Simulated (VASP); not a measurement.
# B (Im-3m) in VASP: a series of runs

The runs below take B through single point, relaxation of cell and atoms, with PBE.

Everything below comes from runs of VASP 6.6.1. Logs are shortened: lines on timing, memory, paths and dates and some standing lists are left out, and cuts for length are marked.

### 1 The cell of the first run

Symmetry: Im-3m, No. 229, cubic system. Conventional cell: a = 2.204 Å, b = 2.204 Å, c = 2.204 Å, α = 90.00°, β = 90.00°, γ = 90.00°. Within 2.5 Å of B (site symmetry m-3m) lie 14 B at 1.91 to 2.20 Å.

### 2 Single point, PBE

INCAR

```
SYSTEM = B
  PREC = Accurate
  ENCUT = 520
  EDIFF = 1E-7
  ISMEAR = -1
  SIGMA = 0.1
  LREAL = .FALSE.
  LASPH = .TRUE.
  NELM = 60
  ALGO = Normal
  ISIF = 2
  LWAVE = .FALSE.
  LCHARG = .TRUE.
  GGA = PE
  LELF = .TRUE.
  LVHAR = .TRUE.
  NBANDS = 8
```

KPOINTS

```
Automatic mesh
0
G
  24 24 24
  0 0 0
```

POSCAR

```
B
1.0
   -1.1017802714      1.1017802714      1.1017802714
    1.1017802714     -1.1017802714      1.1017802714
    1.1017802714      1.1017802714     -1.1017802714
B
1
Direct
    0.0000000000      0.0000000000      0.0000000000
```

Potentials or basis: VASP PAW PBE potentials, release 64 (B).

Launch:

```bash
cat potpaw_PBE.64/B/POTCAR > POTCAR
mpirun -np 1 vasp_std > vasp.out
```

OUTCAR:

```text
SYSTEM = B
   PREC = Accurate
   ENCUT = 520
   EDIFF = 1E-7
   ISMEAR = -1
   LREAL = .FALSE.
   LASPH = .TRUE.
   NELM = 60
   ISIF = 2
   GGA = PE

 ion  position               nearest neighbor table
   1  0.000  0.000  0.000-

  LATTYP: Found a body centered cubic cell.
 ALAT       =     2.2035605428

  Lattice vectors:

 A1 = (  -1.1017802714,   1.1017802714,   1.1017802714)
 A2 = (   1.1017802714,  -1.1017802714,   1.1017802714)
 A3 = (   1.1017802714,   1.1017802714,  -1.1017802714)

Analysis of symmetry for initial positions (statically):
=====================================================================
 Subroutine PRICEL returns:
 Original cell was already a primitive cell.

 Routine SETGRP: Setting up the symmetry group for a
 body centered cubic supercell.

 Subroutine GETGRP returns: Found 48 space group operations
 (whereof 48 operations were pure point group operations)
 out of a pool of 48 trial point group operations.

The static configuration has the point symmetry O_h .

Analysis of symmetry for dynamics (positions and initial velocities):
=====================================================================
 Subroutine PRICEL returns:
 Original cell was already a primitive cell.

 Routine SETGRP: Setting up the symmetry group for a
 body centered cubic supercell.

 Subroutine GETGRP returns: Found 48 space group operations
 (whereof 48 operations were pure point group operations)
 out of a pool of 48 trial point group operations.

The dynamic configuration has the point symmetry O_h .

 Subroutine INISYM returns: Found 48 space group operations
 (whereof 48 operations are pure point group operations),
 and found     1 'primitive' translations

----------------------------------------------------------------------------------------

                                     Primitive cell

  volume of cell :       5.3499

  direct lattice vectors                    reciprocal lattice vectors
    -1.101780271  1.101780271  1.101780271     0.000000000  0.453810994  0.453810994
     1.101780271 -1.101780271  1.101780271     0.453810994  0.000000000  0.453810994
     1.101780271  1.101780271 -1.101780271     0.453810994  0.453810994  0.000000000

  length of vectors
     1.908339409  1.908339409  1.908339409     0.641785662  0.641785662  0.641785662

  position of ions in fractional coordinates (direct lattice)
     0.000000000  0.000000000  0.000000000

[... 69 lines left out ...]
   ISPIN  =      1    spin polarized calculation?
   LNONCOLLINEAR =      F non collinear calculations
   LSORBIT =      F    spin-orbit coupling
   LASPH  =      T    aspherical Exc in radial PAW
   ENCUT  =  520.0 eV  38.22 Ry    6.18 a.u.   3.55  3.55  3.55*2*pi/ulx,y,z
   NELM   =     60;   NELMIN=  2; NELMDL= -5     # of ELM steps
   EDIFF  = 0.1E-06   stopping-criterion for ELM
   LREAL  =      F    real-space projection
   EDIFFG = 0.1E-05   stopping-criterion for IOM
   NSW    =      0    number of steps for IOM
   IBRION =     -1    ionic relax: 0-MD 1-quasi-New 2-CG
   NFREE  =      0    steps in history (QN), initial steepest desc. (CG)
   ISIF   =      2    stress and relaxation
   ISYM   =      2    0-nonsym 1-usesym 2-fastsym
   POTIM  = 0.5000    time-step for ionic-motion
   TEBEG  =    0.0;   TEEND  =   0.0 temperature during run
   PSTRESS=    0.0 pullay stress
   NELECT =       3.0000    total number of electrons
   NUPDOWN=      -1.0000    fix difference up-down
   EMIN   =  10.00;   EMAX   =-10.00  energy-range for DOS
   EFERMI =   0.00;   METHOD = LEGACY
   ISMEAR =    -1;   SIGMA  =   0.10  broadening in eV -4-tet -1-fermi 0-gaus
   EFERMI_NEDOS =   21; number of points for ismear=-14 and -15
   IALGO  =     38    algorithm
   IMIX   =      4    mixing-type and parameters
     AMIX     =   0.40;   BMIX     =  1.00
     AMIX_MAG =   1.60;   BMIX_MAG =  1.00
  volume/ion in A,a.u.               =       5.35        36.10
  Fermi-wavevector in a.u.,A,eV,Ry     =   1.349999  2.551129 24.796598  1.822499
  Thomas-Fermi vector in A             =   2.477540
   LORBIT       =      0    0 simple, 1 ext, 2 COOP (PROOUT), +10 PAW based schemes
   GGA     = PE    functional components
   LHFCALC =     F    Hartree Fock is set to
   AEXX    =    0.0000 exact exchange contribution
   IVDW    =     0    specifies the selected vdW correction
   LEPSILON=     F    determine dielectric tensor
   LRPA    =     F    only Hartree local field effects (RPA)
 non-spin polarized calculation
  energy-cutoff  :      520.00
  volume of cell :        5.35
 maximum number of plane-waves:       152
   NGX =  7   NGY =  7   NGZ =  7

 number of electron       3.0000000 magnetization

 Free energy of the ion-electron system (eV)
  ---------------------------------------------------
  ext. energy  EPLUGINS =         0.00000000
  ---------------------------------------------------
  free energy    TOTEN  =        -4.90205901 eV

  energy without entropy =       -4.89653149  energy(sigma->0) =       -4.89929525

 E-fermi :  11.7643     XC(G=0): -13.4432

 val. band max:       11.7282073891   @ k =  -0.4583   0.4583   0.3750
 cond. band min:      11.7832204766   @ k =  -0.3750   0.4167   0.1667
 fundamental gap:      0.0550130875
 Fermi energy:        11.7642805660

 k-point     1 :       0.0000    0.0000    0.0000
  band No.  band energies     occupation
      1      -8.5849      2.00000
      2      29.3488      0.00000
      3      29.3488      0.00000
      4      29.3488      0.00000
      5      48.3567      0.00000
      6      48.3567      0.00000
      7      48.3567      0.00000
      8      52.4139      0.00000
[... 243 lines left out ...]
 k-point    24 :       0.4583    0.0417    0.0000
  band No.  band energies     occupation
      1       1.3005      2.00000
      2       7.3285      2.00000
      3      21.3414      0.00000
      4      25.4420      0.00000
      5      36.1255      0.00000
      6      40.4109      0.00000
      7      54.3268      0.00000
      8      57.4772      0.00000

 [... further k-points ...]
[... 5 lines left out ...]
  --------------------------------------------------------------------------------------
  -------------------------------------------------------------------------------------
  Total        1.3990685      1.3990685      1.3990685     -0.0000000     -0.0000000     -0.0000000
  in kB      418.9908919    418.9908919    418.9908919     -0.0000000     -0.0000000     -0.0000000
  external PRESSURE =     418.9908919 kB  Pullay stress =       0.0000000 kB

 VOLUME and BASIS-vectors are now :
 -----------------------------------------------------------------------------
  energy-cutoff  :      520.00
  volume of cell :        5.35
      direct lattice vectors                 reciprocal lattice vectors
    -1.101780271  1.101780271  1.101780271     0.000000000  0.453810994  0.453810994
     1.101780271 -1.101780271  1.101780271     0.453810994  0.000000000  0.453810994
     1.101780271  1.101780271 -1.101780271     0.453810994  0.453810994  0.000000000

 POSITION                                       TOTAL-FORCE (eV/Angst)
 -----------------------------------------------------------------------------------
      0.00000      0.00000      0.00000         0.000000      0.000000      0.000000
 -----------------------------------------------------------------------------------
    total drift:                               -0.000000      0.000000      0.000000

  FREE ENERGIE OF THE ION-ELECTRON SYSTEM (eV)
  ---------------------------------------------------
  free  energy   TOTEN  =        -4.9020590133 eV

  energy  without entropy=       -4.8965314860  energy(sigma->0) =       -4.89929525
```

Run time: 7.3 s. Hardware: 1 thread of Intel Xeon Platinum 8559C (Emerald Rapids), shared host; peak memory 0.11 GiB.

Results:

```yaml
Free_energy: -4.9021 eV
Pressure: 41.9 GPa
```

Levels at points of the mesh, in eV from the Fermi level:
| k point | band 1 | band 2 | band 3 | band 4 | band 5 | band 6 |
| --- | --- | --- | --- | --- | --- | --- |
| (0.00, 0.00, 0.00) | -20.35 | 17.58 | 17.58 | 17.58 | 36.59 | 36.59 |
| (0.50, 0.00, 0.00) | -10.37 | -4.68 | 9.78 | 14.11 | 23.72 | 28.51 |
| (0.50, 0.50, 0.50) | 0.37 | 0.37 | 0.37 | 10.52 | 10.52 | 14.19 |

### 3 Single point, PBE

INCAR

```
ALGO     = Normal         # electronic algorithm
EDIFF    = 1E-6           # SCF threshold, eV
ENCUT    = 520            # plane-wave cutoff, eV
GGA      = PE             # functional
ISIF     = 2              # what is computed and relaxed
ISMEAR   = -1             # smearing method
LASPH    = T              # aspherical terms in the spheres
LCHARG   = F              # write CHGCAR
LREAL    = F              # projectors in reciprocal space
LWAVE    = F              # write WAVECAR
NBANDS   = 8              # bands
NELM     = 100            # most SCF steps
PREC     = Accurate       # precision mode
SIGMA    = 0.1            # smearing width, eV
```

KPOINTS

```
k-points
0
Gamma
  24 24 24
```

POSCAR

```
B
1.0
   -1.1017107646      1.1017107646      1.1017107646
    1.1017107646     -1.1017107646      1.1017107646
    1.1017107646      1.1017107646     -1.1017107646
B
1
Direct
    0.0000000000      0.0000000000      0.0000000000
```

Potentials or basis: VASP PAW PBE potentials, release 64 (B).

Launch:

```bash
cat potpaw_PBE.64/B/POTCAR > POTCAR
mpirun -np 1 vasp_std > vasp.out
```

Run time: 5.6 s. Hardware: 1 thread of Intel Xeon Platinum 8559C (Emerald Rapids), shared host; peak memory 0.11 GiB.

Results (log left out):

- Free energy: -4.9018 eV
- Pressure: 42.0 GPa

Levels at points of the mesh, in eV from the Fermi level:
```
           k point  band 1  band 2  band 3  band 4
(0.00, 0.00, 0.00)  -20.35   17.59   17.59   17.59
(0.50, 0.00, 0.00)  -10.37   -4.68    9.78   14.11
(0.50, 0.50, 0.50)    0.37    0.37    0.37   10.52
```

### 4 Relaxation of cell and atoms, PBE, target pressure 42 GPa, at which the enthalpy is minimised

This run uses another cell than the first one, of 5.21 Å³/atom, 0.973 times its volume.

INCAR

```
PREC = Accurate
ENCUT = 600
EDIFF = 1E-6
ISMEAR = -1
SIGMA = 0.1
LREAL = F
LASPH = T
NELM = 80
ALGO = Normal
ISIF = 3
LWAVE = F
LCHARG = F
GGA = PE
IBRION = 2
NSW = 60
EDIFFG = -0.005
PSTRESS = 420.0
```

KPOINTS

```
regular mesh
0
Gamma
  24 24 24
```

POSCAR

```
B
1.0
   -1.0917807665      1.0917807665      1.0917807665
    1.0917807665     -1.0917807665      1.0917807665
    1.0917807665      1.0917807665     -1.0917807665
B
1
Direct
    0.0000000000      0.0000000000      0.0000000000
```

Launch:

```bash
cat potpaw_PBE.64/B/POTCAR > POTCAR
mpirun -np 1 vasp_std > vasp.out
```

Wall time 4.1 s (1 thread of Intel Xeon 6975P-C (Granite Rapids), shared host); peak memory 0.12 GiB.

It converged, with:

* Free energy: -4.9025 eV
* Relaxed volume: 5.35 Å³/atom
* Relaxed cell: a = 1.908 Å, b = 1.908 Å, c = 1.908 Å, α = 109.47°, β = 109.47°, γ = 109.47°
* Space group after relaxing (to 0.05 Å): Im-3m (No. 229)
* Energy change on relaxing (the enthalpy is what falls): -42.0 meV/atom
* Ionic steps: 3
* Pressure after relaxing: 42.0 GPa

The path:
```csv
step,energy change (eV),largest force (eV/Å),pressure (GPa),volume (Å³)
1,0.0000,0.0000,52.86,5.21
2,-0.0720,0.0000,33.19,5.48
3,-0.0420,0.0000,41.97,5.35
```

Final structure:
```cif
data_structure
_symmetry_space_group_name_H-M 'P 1'
_symmetry_Int_Tables_number 1
_cell_length_a 1.9081
_cell_length_b 1.9081
_cell_length_c 1.9081
_cell_angle_alpha 109.471
_cell_angle_beta 109.471
_cell_angle_gamma 109.471
_cell_volume 5.35
loop_
_atom_site_label
_atom_site_type_symbol
_atom_site_fract_x
_atom_site_fract_y
_atom_site_fract_z
_atom_site_occupancy
B1 B 0.00000 0.00000 0.00000 1
```

Levels at points of the mesh, in eV from the Fermi level:
```tsv
k point	band 1	band 2	band 3	band 4	band 5
(0.00, 0.00, 0.00)	-20.35	17.59	17.59	17.59	36.60
(0.50, 0.00, 0.00)	-10.38	-4.68	9.78	14.11	23.72
(0.50, 0.50, 0.50)	0.37	0.37	0.37	10.51	10.51
```

Caveat: the cell is relaxed towards a set pressure, so the enthalpy falls and the energy may rise.

(Part 1 of 2 ends here.)
